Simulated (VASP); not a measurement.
# Na (Fm-3m) in VASP: a series of runs

Runs on Na. Level: PBE. Tasks: single point, relaxation of cell and atoms.

All numbers are computed with VASP 6.6.1; they aren't measurements. Logs are shortened: lines on timing, memory, paths and dates and some standing lists are left out, and cuts for length are marked.

## (1) The cell of the first run

The structure is cubic, space group Fm-3m (No. 225). The conventional cell has a = 4.880 Å, b = 4.880 Å, c = 4.880 Å, α = 90.00°, β = 90.00°, γ = 90.00°. Na (site symmetry m-3m) has 12 Na at 3.45 Å within 4.5 Å.

This isn't the form of Na at room conditions, which is bcc.

## (2) Single point, PBE (29.06 Å³/atom)

File INCAR:

```
SYSTEM = Na
ALGO     = Normal         ! electronic algorithm
EDIFF    = 1E-6           ! SCF threshold, eV
ENCUT    = 520            ! plane-wave cutoff, eV
GGA      = PE             ! functional
ISIF     = 2              ! what is computed and relaxed
ISMEAR   = -1             ! smearing method
LASPH    = .True.         ! aspherical terms in the spheres
LCHARG   = .True.         ! write CHGCAR
LELF     = .True.         ! ELF
LREAL    = .False.        ! projectors in reciprocal space
LVHAR    = .True.       
LWAVE    = .False.        ! write WAVECAR
NBANDS   = 10             ! bands
NELM     = 100            ! most SCF steps
PREC     = Accurate       ! precision mode
SIGMA    = 0.08           ! smearing width, eV
```

File KPOINTS:

```
k-points
0
Gamma
  14 14 14
  0 0 0
```

File POSCAR:

```
Na
1.0
    0.0000000000      2.4400918177      2.4400918177
    2.4400918177      0.0000000000      2.4400918177
    2.4400918177      2.4400918177      0.0000000000
Na
1
Direct
    0.0000000000      0.0000000000      0.0000000000
```

Potentials or basis: VASP PAW PBE potentials, release 64 (Na_pv).

On the command line:

```console
> cat potpaw_PBE.64/Na_pv/POTCAR > POTCAR
> mpirun -np 1 vasp_std > vasp.out
```

OUTCAR:

```text
SYSTEM = Na
   EDIFF = 1E-6
   ENCUT = 520
   GGA = PE
   ISIF = 2
   ISMEAR = -1
   LASPH = .True.
   LREAL = .False.
   NELM = 100
   PREC = Accurate

 ion  position               nearest neighbor table
   1  0.000  0.000  0.000-

  LATTYP: Found a face centered cubic cell.
 ALAT       =     4.8801836354

  Lattice vectors:

 A1 = (   0.0000000000,   2.4400918177,   2.4400918177)
 A2 = (   2.4400918177,   0.0000000000,   2.4400918177)
 A3 = (   2.4400918177,   2.4400918177,   0.0000000000)

Analysis of symmetry for initial positions (statically):
=====================================================================
 Subroutine PRICEL returns:
 Original cell was already a primitive cell.

 Routine SETGRP: Setting up the symmetry group for a
 face centered cubic supercell.

 Subroutine GETGRP returns: Found 48 space group operations
 (whereof 48 operations were pure point group operations)
 out of a pool of 48 trial point group operations.

The static configuration has the point symmetry O_h .

Analysis of symmetry for dynamics (positions and initial velocities):
=====================================================================
 Subroutine PRICEL returns:
 Original cell was already a primitive cell.

 Routine SETGRP: Setting up the symmetry group for a
 face centered cubic supercell.

 Subroutine GETGRP returns: Found 48 space group operations
 (whereof 48 operations were pure point group operations)
 out of a pool of 48 trial point group operations.

The dynamic configuration has the point symmetry O_h .

 Subroutine INISYM returns: Found 48 space group operations
 (whereof 48 operations are pure point group operations),
 and found     1 'primitive' translations

----------------------------------------------------------------------------------------

                                     Primitive cell

  volume of cell :      29.0568

  direct lattice vectors                    reciprocal lattice vectors
     0.000000000  2.440091818  2.440091818    -0.204910322  0.204910322  0.204910322
     2.440091818  0.000000000  2.440091818     0.204910322 -0.204910322  0.204910322
     2.440091818  2.440091818  0.000000000     0.204910322  0.204910322 -0.204910322

  length of vectors
     3.450810942  3.450810942  3.450810942     0.354915089  0.354915089  0.354915089
[... 80 lines left out ...]
   LREAL  =      F    real-space projection
   EDIFFG = 0.1E-04   stopping-criterion for IOM
   NSW    =      0    number of steps for IOM
   IBRION =     -1    ionic relax: 0-MD 1-quasi-New 2-CG
   NFREE  =      0    steps in history (QN), initial steepest desc. (CG)
   ISIF   =      2    stress and relaxation
   ISYM   =      2    0-nonsym 1-usesym 2-fastsym
   POTIM  = 0.5000    time-step for ionic-motion
   TEBEG  =    0.0;   TEEND  =   0.0 temperature during run
   PSTRESS=    0.0 pullay stress
   NELECT =       7.0000    total number of electrons
   NUPDOWN=      -1.0000    fix difference up-down
   EMIN   =  10.00;   EMAX   =-10.00  energy-range for DOS
   EFERMI =   0.00;   METHOD = LEGACY
   ISMEAR =    -1;   SIGMA  =   0.08  broadening in eV -4-tet -1-fermi 0-gaus
   EFERMI_NEDOS =   21; number of points for ismear=-14 and -15
   IALGO  =     38    algorithm
   IMIX   =      4    mixing-type and parameters
     AMIX     =   0.40;   BMIX     =  1.00
     AMIX_MAG =   1.60;   BMIX_MAG =  1.00
  volume/ion in A,a.u.               =      29.06       196.09
  Fermi-wavevector in a.u.,A,eV,Ry     =   1.018649  1.924968 14.118035  1.037646
  Thomas-Fermi vector in A             =   2.152119
   LORBIT       =      0    0 simple, 1 ext, 2 COOP (PROOUT), +10 PAW based schemes
   GGA     = PE    functional components
   LHFCALC =     F    Hartree Fock is set to
   AEXX    =    0.0000 exact exchange contribution
   IVDW    =     0    specifies the selected vdW correction
   LEPSILON=     F    determine dielectric tensor
   LRPA    =     F    only Hartree local field effects (RPA)
 non-spin polarized calculation
  energy-cutoff  :      520.00
  volume of cell :       29.06
 maximum number of plane-waves:       801
 NGX is ok and might be reduce to    28
   NGX = 13   NGY = 13   NGZ = 13

 number of electron       7.0000008 magnetization

 Free energy of the ion-electron system (eV)
  ---------------------------------------------------
  ext. energy  EPLUGINS =         0.00000000
  ---------------------------------------------------
  free energy    TOTEN  =        -1.25649674 eV

  energy without entropy =       -1.24852127  energy(sigma->0) =       -1.25250900

 E-fermi :   1.1376     XC(G=0):  -7.1744

 val. band max:        1.0387230628   @ k =   0.5000   0.3571   0.1429
 cond. band min:       1.1601272748   @ k =   0.5000   0.2857   0.0714
 fundamental gap:      0.1214042120
 Fermi energy:         1.1376417825

 k-point     1 :       0.0000    0.0000    0.0000
  band No.  band energies     occupation
      1     -23.6221      2.00000
      2     -23.6221      2.00000
      3     -23.6221      2.00000
      4      -2.6980      2.00000
      5      13.7840      0.00000
      6      13.7840      0.00000
      7      13.7840      0.00000
      8      15.0893      0.00000
      9      16.1650      0.00000
     10      16.1650      0.00000
[... 287 lines left out ...]
 k-point    24 :       0.2857    0.1429    0.0000
  band No.  band energies     occupation
      1     -23.6629      2.00000
      2     -23.6330      2.00000
      3     -23.6322      2.00000
      4      -1.2398      2.00000
      5       8.0605      0.00000
      6      11.2978      0.00000
      7      11.4102      0.00000
      8      12.9828      0.00000
      9      16.0806      0.00000
     10      18.2092      0.00000

 [... further k-points ...]

------------------------ aborting loop because EDIFF is reached ----------------------------------------

  FORCE on cell =-STRESS in cart. coord.  units (eV):
  Direction    XX          YY          ZZ          XY          YZ          ZX
  --------------------------------------------------------------------------------------
  -------------------------------------------------------------------------------------
  Total        0.5251829      0.5251829      0.5251829      0.0000000      0.0000000      0.0000000
  in kB       28.9582706     28.9582706     28.9582706      0.0000000      0.0000000      0.0000000
  external PRESSURE =      28.9582706 kB  Pullay stress =       0.0000000 kB

 VOLUME and BASIS-vectors are now :
 -----------------------------------------------------------------------------
  energy-cutoff  :      520.00
  volume of cell :       29.06
      direct lattice vectors                 reciprocal lattice vectors
     0.000000000  2.440091818  2.440091818    -0.204910322  0.204910322  0.204910322
     2.440091818  0.000000000  2.440091818     0.204910322 -0.204910322  0.204910322
     2.440091818  2.440091818  0.000000000     0.204910322  0.204910322 -0.204910322

 POSITION                                       TOTAL-FORCE (eV/Angst)
 -----------------------------------------------------------------------------------
      0.00000      0.00000      0.00000         0.000000      0.000000      0.000000
 -----------------------------------------------------------------------------------
    total drift:                               -0.000000     -0.000000     -0.000000

  FREE ENERGIE OF THE ION-ELECTRON SYSTEM (eV)
  ---------------------------------------------------
  free  energy   TOTEN  =        -1.2564967375 eV

  energy  without entropy=       -1.2485212706  energy(sigma->0) =       -1.25250900
```

Wall time 12 s (1 thread of AMD EPYC 9R45 (Zen 5), shared host); peak memory 0.13 GiB.

Results:

* Free energy: -1.2565 eV
* Pressure: 2.9 GPa
* Band gap on the k mesh: zero (an odd number of electrons rules out a gap without spin polarisation)

## (3) Single point, PBE

File INCAR:

```
SYSTEM = Na
PREC = Accurate
ENCUT = 520
EDIFF = 1E-6
ISMEAR = -1
SIGMA = 0.08
LREAL = .False.
LASPH = .True.
NELM = 80
ALGO = Normal
ISIF = 2
LWAVE = .False.
LCHARG = .True.
GGA = PE
LELF = .True.
LVHAR = .True.
NBANDS = 10
```

File KPOINTS:

```
Automatic mesh
0
Gamma
  14 14 14
  0 0 0
```

File POSCAR:

```
Na
1.0
    0.0000000000      2.4408889366      2.4408889366
    2.4408889366      0.0000000000      2.4408889366
    2.4408889366      2.4408889366      0.0000000000
Na
1
Direct
    0.0000000000      0.0000000000      0.0000000000
```

Potentials or basis: VASP PAW PBE potentials, release 64 (Na_pv).

On the command line:

```console
> cat potpaw_PBE.64/Na_pv/POTCAR > POTCAR
> mpirun -np 1 vasp_std > vasp.out
```

It took 12 s on 1 thread of AMD EPYC 9R45 (Zen 5), shared host; peak memory 0.13 GiB.

It converged, with:

| Property | Result |
| --- | --- |
| Free energy | -1.2570 eV |
| Pressure | 2.9 GPa |
| Band gap on the k mesh | zero (an odd number of electrons rules out a gap without spin polarisation) |

Levels at points of the mesh, in eV from the Fermi level:
| k point | band 2 | band 3 | band 4 | band 5 | band 6 | band 7 |
| --- | --- | --- | --- | --- | --- | --- |
| (0.00, 0.00, 0.00) | -24.76 | -24.76 | -3.83 | 12.64 | 12.64 | 12.64 |
| (0.50, 0.00, 0.00) | -24.77 | -24.77 | 0.58 | 1.22 | 11.50 | 11.50 |
| (0.50, 0.50, 0.00) | -24.79 | -24.79 | 2.07 | 2.62 | 6.97 | 8.45 |

## (4) Single point, PBE

File INCAR:

```
  PREC = Accurate
  ENCUT = 520
  EDIFF = 1E-7
  ISMEAR = -1
  SIGMA = 0.08
  LREAL = F
  LASPH = T
  NELM = 60
  ALGO = Normal
  ISIF = 2
  LWAVE = F
  LCHARG = T
  GGA = PE
  LELF = T
  LVHAR = T
  NBANDS = 10
```

File KPOINTS:

```
Automatic mesh
0
Gamma
  14 14 14
```

File POSCAR:

```
Na
1.0
    0.0000000000      2.4416642254      2.4416642254
    2.4416642254      0.0000000000      2.4416642254
    2.4416642254      2.4416642254      0.0000000000
Na
1
Direct
    0.0000000000      0.0000000000      0.0000000000
```

On the command line:

```console
> cat potpaw_PBE.64/Na_pv/POTCAR > POTCAR
> mpirun -np 1 vasp_std > vasp.out
```

Wall time 14 s (1 thread of AMD EPYC 9R45 (Zen 5), shared host); peak memory 0.13 GiB.

It converged, with:

| Property | Result |
| --- | --- |
| Free energy | -1.2575 eV |
| Pressure | 2.9 GPa |
| Band gap on the k mesh | zero (an odd number of electrons rules out a gap without spin polarisation) |

Levels at points of the mesh, in eV from the Fermi level:
```csv
k point,band 1,band 2,band 3,band 4,band 5,band 6,band 7,band 8
"(0.00, 0.00, 0.00)",-24.76,-24.76,-24.76,-3.83,12.63,12.63,12.63,13.94
"(0.50, 0.00, 0.00)",-24.84,-24.77,-24.77,0.58,1.22,11.49,11.49,12.79
"(0.50, 0.50, 0.00)",-24.84,-24.79,-24.79,2.06,2.62,6.97,8.44,8.44
```

## (5) Relaxation of cell and atoms, PBE, target pressure 2.9 GPa, at which the enthalpy is minimised

File INCAR:

```
SYSTEM = Na
PREC = Accurate
ENCUT = 600
EDIFF = 1E-6
ISMEAR = -1
SIGMA = 0.08
LREAL = .FALSE.
LASPH = .TRUE.
NELM = 80
ALGO = Normal
ISIF = 3
LWAVE = .FALSE.
LCHARG = .FALSE.
GGA = PE
IBRION = 2
NSW = 60
EDIFFG = -0.005
PSTRESS = 29.0
```

File KPOINTS:

```
Automatic mesh
0
G
  14 14 14
  0 0 0
```

File POSCAR:

```
Na
1.0
    0.0000000000      2.4400918177      2.4400918177
    2.4400918177      0.0000000000      2.4400918177
    2.4400918177      2.4400918177      0.0000000000
Na
1
Direct
    0.0000000000      0.0000000000      0.0000000000
```

On the command line:

```console
> cat potpaw_PBE.64/Na_pv/POTCAR > POTCAR
> mpirun -np 1 vasp_std > vasp.out
```

It took 8.1 s on 1 thread of AMD EPYC 9R45 (Zen 5), shared host; peak memory 0.13 GiB.

Results (log left out):

* Free energy: -1.2565 eV
* Pressure after relaxing: 2.9 GPa
* Band gap on the k mesh: zero (an odd number of electrons rules out a gap without spin polarisation)

Final structure:
```
Na
1.0
     0.00000    2.44009    2.44009
     2.44009    0.00000    2.44009
     2.44009    2.44009    0.00000
Na
1
Cartesian
  0.0000 0.0000 0.0000
```

Levels at points of the mesh, in eV from the Fermi level:
| k point | band 2 | band 3 | band 4 | band 5 | band 6 | band 7 |
| --- | --- | --- | --- | --- | --- | --- |
| (0.00, 0.00, 0.00) | -24.76 | -24.76 | -3.84 | 12.65 | 12.65 | 12.65 |
| (0.50, 0.00, 0.00) | -24.77 | -24.77 | 0.58 | 1.22 | 11.51 | 11.51 |
| (0.50, 0.50, 0.00) | -24.79 | -24.79 | 2.07 | 2.63 | 6.98 | 8.46 |

Caveat: the relaxation stopped at its first step, so nothing moved; the cell is relaxed towards a set pressure, so the run minimises the enthalpy, not the energy.

## (6) Overview

```tsv
task	cell	cutoff (eV)	gap on the mesh (eV)	pressure (GPa)
single point	a = 3.451 Å, angles 60.0°, 1 atom	520	none	2.9
single point	a = 3.452 Å, angles 60.0°, 1 atom	520	none	2.9
single point	a = 3.453 Å, angles 60.0°, 1 atom	520	none	2.9
relaxation of cell and atoms	relaxed to 2.9 GPa from a = 3.451 Å, angles 60.0°, 1 atom	600	none	2.9
```

Alike in all rows: level PBE; potentials or basis VASP PAW PBE potentials, release 64 (Na_pv); no spin polarisation; k mesh 14 × 14 × 14; smearing fermi-dirac 0.08 eV.

Caveats: the relaxation stopped at its first step, so nothing moved (at least some runs); the cell is relaxed towards a set pressure, so the run minimises the enthalpy, not the energy (at least some runs).

Absolute energies hang on the potentials; compare differences alone.
